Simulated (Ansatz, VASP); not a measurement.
# Ru: VASP beside Ansatz

```
Ru
1.0
     2.51103    0.00000    0.00000
     0.00000    2.51103    0.00000
     0.00000    0.00000    2.51103
Ru
1
Cartesian
  1.2555 1.2555 1.2555
```

Alike in both runs: functional PBE; k mesh 22 × 22 × 22; occupations gaussian, width 0.1 eV; collinear spin.

Ansatz relaxed the structure, and its values are those at the end. VASP's run is a single point on that final structure, the one shown.

|  | VASP | Ansatz |
| --- | --- | --- |
| version | VASP 6.6.1 | Ansatz 0.2.0 |
| potentials or method | VASP PAW PBE potentials, release 64 (Ru_pv), cutoff 520 eV | scalar-relativistic, plane waves, PAW |
| valence electrons in the cell | 14 | 16 |

```csv
,VASP,Ansatz,Ansatz less VASP
gap on the k mesh at the Fermi level (eV),none,none,-
pressure (GPa),0.0,0.0,-0.04
net moment per atom (μB),0.00,0.00,-0.001
```

A gap of «none» marks a metal or a gap that the smearing closes. The functional is the same, so the differences come from potentials, cutoffs and numerics. VASP's potentials hold 14 valence electrons a cell and Ansatz's 16, so a difference there can come from the potentials and not from the codes. Ansatz's warnings: seeded moment not kept.
